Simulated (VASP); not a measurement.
# Hf (Fm-3m) in VASP: notebook, part 2 of 2

VASP 6.6.1. Earlier steps stand in the parts before.

### Step 3. Single point, LDA (volume scaled by 0.96)

INCAR reads:

```
PREC = Accurate ; ENCUT = 520
EDIFF = 1E-7 ; ISMEAR = -1
SIGMA = 0.1 ; LREAL = F
LASPH = T ; NELM = 100
ALGO = Normal ; ISIF = 2
LWAVE = F ; LCHARG = F
NBANDS = 11
```

KPOINTS reads:

```
regular mesh
0
Gamma
  14 14 14
```

POSCAR reads:

```
Hf
1.0
    0.0000000000      2.1508301880      2.1508301880
    2.1508301880      0.0000000000      2.1508301880
    2.1508301880      2.1508301880      0.0000000000
Hf
1
Direct
    0.0000000000      0.0000000000      0.0000000000
```

Potentials or basis: VASP PAW LDA potentials, release 64 (Hf_pv).

Started as:

```
$ cat potpaw_LDA.64/Hf_pv/POTCAR > POTCAR
$ mpirun -np 1 vasp_std > vasp.out
```

Wall time 16 s (1 thread of AMD EPYC 7R43 (Zen 3), shared host); peak memory 0.11 GiB.

It converged, with:

- Free energy: -10.6400 eV
- Pressure: 5.4 GPa
- Band gap on the k mesh: zero (band 5 reaches 6.84 eV, above the bottom of band 6 at 4.72 eV)

Levels at points of the mesh, in eV from the Fermi level:
| k point | band 1 | band 2 | band 3 | band 4 | band 5 | band 6 | band 7 | band 8 | band 9 | band 10 |
| --- | --- | --- | --- | --- | --- | --- | --- | --- | --- | --- |
| (0.00, 0.00, 0.00) | -29.44 | -29.44 | -29.44 | -7.53 | 1.36 | 1.36 | 1.36 | 4.56 | 4.56 | 11.81 |
| (0.50, 0.00, 0.00) | -30.66 | -29.60 | -29.60 | -3.99 | 1.09 | 1.09 | 1.19 | 7.06 | 7.06 | 10.88 |
| (0.50, 0.50, 0.00) | -30.58 | -29.87 | -29.87 | -3.79 | -2.62 | 3.37 | 7.07 | 7.82 | 7.82 | 11.02 |

Caveat: the cell differs from its parent crystal (volume scaled by 0.96); spin-orbit coupling is left out, which moves the levels of the heavy elements.

### Step 4. Single point, LDA

This run uses another cell than the first one, of 20.73 Å³/atom, 1.087 times its volume.

INCAR reads:

```
ALGO     = Normal         # electronic algorithm
EDIFF    = 1E-6           # SCF threshold, eV
ENCUT    = 520            # plane-wave cutoff, eV
ISIF     = 2              # what is computed and relaxed
ISMEAR   = -1             # smearing method
LASPH    = T              # aspherical terms in the spheres
LCHARG   = F              # write CHGCAR
LREAL    = F              # projectors in reciprocal space
LWAVE    = F              # write WAVECAR
NBANDS   = 11             # bands
NELM     = 100            # most SCF steps
PREC     = Accurate       # precision mode
SIGMA    = 0.1            # smearing width, eV
```

KPOINTS reads:

```
k-points
0
Gamma
  14 14 14
```

POSCAR reads:

```
Hf
1.0
    0.0000000000      2.1802972769      2.1802972769
    2.1802972769      0.0000000000      2.1802972769
    2.1802972769      2.1802972769      0.0000000000
Hf
1
Direct
    0.0000000000      0.0000000000      0.0000000000
```

Started as:

```
$ cat potpaw_LDA.64/Hf_pv/POTCAR > POTCAR
$ mpirun -np 1 vasp_std > vasp.out
```

Run time: 15 s. Hardware: 1 thread of AMD EPYC 7R43 (Zen 3), shared host; peak memory 0.11 GiB.

Results (log left out):

```
Free energy            : -10.6543 eV
Pressure               : 0.3 GPa
Band gap on the k mesh : zero (band 5 reaches 6.52 eV, above the bottom of band 6 at 4.45 eV)
```

Levels at points of the mesh, in eV from the Fermi level:
| k point | band 2 | band 3 | band 4 | band 5 | band 6 | band 7 | band 8 | band 9 |
| --- | --- | --- | --- | --- | --- | --- | --- | --- |
| (0.00, 0.00, 0.00) | -29.59 | -29.59 | -7.40 | 1.35 | 1.35 | 1.35 | 4.39 | 4.39 |
| (0.50, 0.00, 0.00) | -29.73 | -29.73 | -3.86 | 1.01 | 1.10 | 1.10 | 6.76 | 6.76 |
| (0.50, 0.50, 0.00) | -29.97 | -29.97 | -3.59 | -2.45 | 3.10 | 6.76 | 7.47 | 7.47 |

Caveat: spin-orbit coupling is left out, which moves the levels of the heavy elements.

### Step 5. Single point, LDA (volume scaled by 1.04)

INCAR reads:

```
ALGO = Normal
EDIFF = 1E-6
ENCUT = 520
GGA = CA
ISIF = 2
ISMEAR = -1
LASPH = T
LCHARG = F
LREAL = F
LWAVE = F
NBANDS = 11
NELM = 80
PREC = Accurate
SIGMA = 0.1
```

KPOINTS is that of step 4.

POSCAR reads:

```
Hf
1.0
    0.0000000000      2.2089886892      2.2089886892
    2.2089886892      0.0000000000      2.2089886892
    2.2089886892      2.2089886892      0.0000000000
Hf
1
Direct
    0.0000000000      0.0000000000      0.0000000000
```

Started as:

```
$ cat potpaw_LDA.64/Hf_pv/POTCAR > POTCAR
$ mpirun -np 1 vasp_std > vasp.out
```

Run time: 15 s. Hardware: 1 thread of AMD EPYC 7R43 (Zen 3), shared host; peak memory 0.11 GiB.

The run converged. Its results:

| Quantity | Value |
| --- | --- |
| Free energy | -10.6444 eV |
| Pressure | -4.0 GPa |
| Band gap on the k mesh | zero (band 5 reaches 6.22 eV, above the bottom of band 6 at 4.20 eV) |

Levels at points of the mesh, in eV from the Fermi level:
```csv
k point,band 1,band 2,band 3,band 4,band 5,band 6,band 7,band 8,band 9,band 10
"(0.00, 0.00, 0.00)",-29.73,-29.73,-29.73,-7.27,1.34,1.34,1.34,4.23,4.23,11.54
"(0.50, 0.00, 0.00)",-30.67,-29.85,-29.85,-3.74,0.86,1.10,1.10,6.47,6.47,9.78
"(0.50, 0.50, 0.00)",-30.61,-30.06,-30.06,-3.42,-2.29,2.86,6.47,7.15,7.15,10.28
```

Caveat: the cell differs from its parent crystal (volume scaled by 1.04); spin-orbit coupling is left out, which moves the levels of the heavy elements.

### Step 6. Single point, LDA (volume scaled by 1.08)

INCAR reads:

```
PREC     = Accurate       # precision mode
ENCUT    = 520            # plane-wave cutoff, eV
EDIFF    = 1E-7           # SCF threshold, eV
ISMEAR   = -1             # smearing method
SIGMA    = 0.1            # smearing width, eV
LREAL    = F              # projectors in reciprocal space
LASPH    = T              # aspherical terms in the spheres
NELM     = 100            # most SCF steps
ALGO     = Normal         # electronic algorithm
ISIF     = 2              # what is computed and relaxed
LWAVE    = F              # write WAVECAR
LCHARG   = F              # write CHGCAR
GGA      = CA             # functional
NBANDS   = 11             # bands
```

KPOINTS reads:

```
regular mesh
0
Gamma
  14 14 14
```

POSCAR reads:

```
Hf
1.0
    0.0000000000      2.2369535401      2.2369535401
    2.2369535401      0.0000000000      2.2369535401
    2.2369535401      2.2369535401      0.0000000000
Hf
1
Direct
    0.0000000000      0.0000000000      0.0000000000
```

Potentials or basis: VASP PAW LDA potentials, release 64 (Hf_pv).

Started as:

```
$ cat potpaw_LDA.64/Hf_pv/POTCAR > POTCAR
$ mpirun -np 1 vasp_std > vasp.out
```

OUTCAR:

```text
PREC = Accurate
   ENCUT = 520
   EDIFF = 1E-7
   ISMEAR = -1
   LREAL = F
   LASPH = T
   NELM = 100
   ISIF = 2
   GGA = CA

 ion  position               nearest neighbor table
   1  0.000  0.000  0.000-

  LATTYP: Found a face centered cubic cell.
 ALAT       =     4.4739070802

  Lattice vectors:

 A1 = (   0.0000000000,   2.2369535401,   2.2369535401)
 A2 = (   2.2369535401,   0.0000000000,   2.2369535401)
 A3 = (   2.2369535401,   2.2369535401,   0.0000000000)

Analysis of symmetry for initial positions (statically):
[... 505 lines left out ...]
      3     -25.3573      2.00000
      4      -0.2524      2.00000
      5       4.2696      1.93763
      6       5.9915      0.00000
      7       6.8571      0.00000
      8       7.9592      0.00000
      9       9.5630      0.00000
     10      16.7087      0.00000
     11      17.3895      0.00000

 [... further k-points ...]
[... 5 lines left out ...]
  --------------------------------------------------------------------------------------
  -------------------------------------------------------------------------------------
  Total       -1.0618053     -1.0618053     -1.0618053     -0.0000000      0.0000000      0.0000000
  in kB      -75.9896746    -75.9896746    -75.9896746     -0.0000000      0.0000000      0.0000000
  external PRESSURE =     -75.9896746 kB  Pullay stress =       0.0000000 kB

 VOLUME and BASIS-vectors are now :
 -----------------------------------------------------------------------------
  energy-cutoff  :      520.00
  volume of cell :       22.39
      direct lattice vectors                 reciprocal lattice vectors
     0.000000000  2.236953540  2.236953540    -0.223518277  0.223518277  0.223518277
     2.236953540  0.000000000  2.236953540     0.223518277 -0.223518277  0.223518277
     2.236953540  2.236953540  0.000000000     0.223518277  0.223518277 -0.223518277

 POSITION                                       TOTAL-FORCE (eV/Angst)
 -----------------------------------------------------------------------------------
      0.00000      0.00000      0.00000         0.000000      0.000000      0.000000
 -----------------------------------------------------------------------------------
    total drift:                               -0.000000      0.000000     -0.000000

  FREE ENERGIE OF THE ION-ELECTRON SYSTEM (eV)
  ---------------------------------------------------
  free  energy   TOTEN  =       -10.6142533682 eV

  energy  without entropy=      -10.5641762713  energy(sigma->0) =      -10.58921482
```

It took 16 s on 1 thread of AMD EPYC 7R43 (Zen 3), shared host; peak memory 0.11 GiB.

What came out:

```
Free energy            : -10.6143 eV
Pressure               : -7.6 GPa
Band gap on the k mesh : zero (band 5 reaches 5.94 eV, above the bottom of band 6 at 3.96 eV)
```

Levels at points of the mesh, in eV from the Fermi level:
```tsv
k point	band 2	band 3	band 4	band 5	band 6	band 7	band 8	band 9
(0.00, 0.00, 0.00)	-29.87	-29.87	-7.15	1.32	1.32	1.32	4.07	4.07
(0.50, 0.00, 0.00)	-29.98	-29.98	-3.63	0.73	1.10	1.10	6.20	6.20
(0.50, 0.50, 0.00)	-30.16	-30.16	-3.26	-2.16	2.65	6.19	6.84	6.84
```

Caveat: the cell differs from its parent crystal (volume scaled by 1.08); spin-orbit coupling is left out, which moves the levels of the heavy elements.

### Step 7. Overview

```tsv
cell	gap on the mesh (eV)	pressure (GPa)
a = 2.999 Å, angles 60.0°, 1 atom	none	11.6
a = 3.042 Å, angles 60.0°, 1 atom	none	5.4
a = 3.083 Å, angles 60.0°, 1 atom	none	0.3
a = 3.124 Å, angles 60.0°, 1 atom	none	-4.0
a = 3.164 Å, angles 60.0°, 1 atom	none	-7.6
```

Alike in all rows: task single point; level LDA; potentials or basis VASP PAW LDA potentials, release 64 (Hf_pv); no spin polarisation; k mesh 14 × 14 × 14; cutoff (eV) 520; smearing fermi-dirac 0.1 eV.

Caveats: spin-orbit coupling is left out, which moves the levels of the heavy elements.

Total energies depend on the potentials used, so only differences within one code and one set of settings carry meaning.
